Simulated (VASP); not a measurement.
The system is ZnSe (Stilleite).

```
Se Zn
1.0
     0.00000    2.81478    2.81478
     2.81478    0.00000    2.81478
     2.81478    2.81478    0.00000
Se Zn
1 1
Direct
  0.75000 0.75000 0.75000
  0.00000 0.00000 0.00000
```

Base run:

| Quantity | Value |
| --- | --- |
| Program | VASP 6.6.1 |
| Functional | PBE |
| Dispersion | D4 |
| Potentials or basis | VASP PAW PBE potentials, release 64 (Se, Zn) |
| Cutoff | 520 eV |
| k mesh | 8 × 8 × 8 |
| Occupations | fermi-dirac, width 0.05 eV |
| Spin | no spin polarisation |

Its results: band gap on the k mesh 1.37 eV, direct; pressure 1.3 GPa.

Problem. The run is repeated on the same cell with these changes: dispersion from D4 to none. What comes out?

Solution. Band gap on the k mesh 1.37 eV, direct; pressure 3.8 GPa.

Dispersion adds attraction, which lowers the pressure at fixed volume and, as a term added to the energy, leaves the levels alone.

